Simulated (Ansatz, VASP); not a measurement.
One calculation of Ge, two programs

```
Ge
1.0
     0.00000    2.82891    2.82891
     2.82891    0.00000    2.82891
     2.82891    2.82891    0.00000
Ge
2
Direct
  0.75000 0.75000 0.75000
  0.50000 0.50000 0.50000
```

Alike in both runs: functional B3LYP; k mesh 4 × 4 × 4; occupations fermi-dirac, width 0.05 eV; no spin polarisation.

```csv
,VASP,Ansatz
version,VASP 6.6.1,Ansatz 0.2.0
potentials or method,"VASP PAW PBE potentials, release 64 (Ge_d)",Ansatz PAW
plane-wave cutoff (eV),520,420
valence electrons in the cell,28,28
task,single point,band structure
```

```csv
,VASP,Ansatz,Ansatz less VASP
gap on the k mesh at the Fermi level (eV),1.11,1.03,-0.086
least direct gap on the mesh (eV),1.11,1.03,-0.086
pressure (GPa),4.4,4.3,-0.13
```

VASP's potentials were made for PBE, not for B3LYP. The functional is the same, so the differences come from potentials, cutoffs and numerics.

The k mesh is coarse, so the values compare programs but aren't converged.
